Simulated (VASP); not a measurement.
Wanted: the native input for a VASP 6.6.1 run.

| Item | Value |
| --- | --- |
| Task | single point |
| Functional | LDA |
| Potentials or basis | VASP PAW LDA potentials, release 64 (Ag, Ga_d, As) |
| Cutoff | 520 eV |
| k mesh | 3 × 3 × 3 |
| Occupations | gaussian, width 0.02 eV |
| Spin | no spin polarisation |
| Dipole correction | no |
| Further INCAR settings | LREAL = Auto; ALGO = Normal; EDIFF = 1e-07; NBANDS = 85 |

The structure of Ga7AgAs8 (a cell with a defect) lies in POSCAR:

```
Ga7AgAs8
1.0
    0.0000000000      5.6033815718     -5.6033815718
    5.6033815718      5.6033815718      0.0000000000
    5.6033815718      0.0000000000     -5.6033815718
Ag Ga As
1 7 8
Direct
    0.4973991856      0.0003095551      0.5021594384
    0.4998435705      0.4990264339      0.5025729606
   -0.0027042910      0.0013295505      0.5026085421
   -0.0025949319      0.4996653966      0.5024305038
    0.5000014597      0.0013152819      0.0003752645
    0.5002191753      0.4986758456      0.0004734612
   -0.0023633381      0.0010707056      0.0008306494
   -0.0012224729      0.5001620136      0.0015753986
    0.1239481317      0.1248604279      0.1266623536
    0.1241395288      0.6251527549      0.1265433156
    0.6248849908      0.1259907578      0.1235334437
    0.6234858949      0.6253005781      0.1265934990
    0.1188862657      0.1269292905      0.6281189259
    0.1238042931      0.6253785236      0.6262251802
    0.6245090871      0.1263152417      0.6276689117
    0.6246227551      0.6217257054      0.6278146903
```

These files were run (other wordings do the same):

INCAR

```
PREC = Accurate
ENCUT = 520
EDIFF = 1E-7
ISMEAR = 0
SIGMA = 0.02
LREAL = Auto
LASPH = True
NELM = 60
ALGO = Normal
ISIF = 2
LWAVE = False
LCHARG = True
LELF = True
LVHAR = True
NBANDS = 85
```

KPOINTS

```
Automatic mesh
0
Gamma
  3 3 3
```

Potentials or basis: VASP PAW LDA potentials, release 64 (Ag, Ga_d, As).

Run with:

```console
$ cat potpaw_LDA.64/Ag/POTCAR potpaw_LDA.64/Ga_d/POTCAR potpaw_LDA.64/As/POTCAR > POTCAR
$ mpirun -np 1 vasp_std > vasp.out
```

It gave:

| Item | Value |
| --- | --- |
| Pressure | 0.8 GPa |
| Largest force | 0.012 eV/Å |
| Band gap on the k mesh | zero (bands 71 and 72 overlap by 0.77 eV) |

Run time: 13 min on 1 thread of Intel(R) Xeon(R) Platinum 8259CL CPU @ 2.50GHz (Skylake/Cascade Lake) (shared host), peak memory 0.53 GiB.
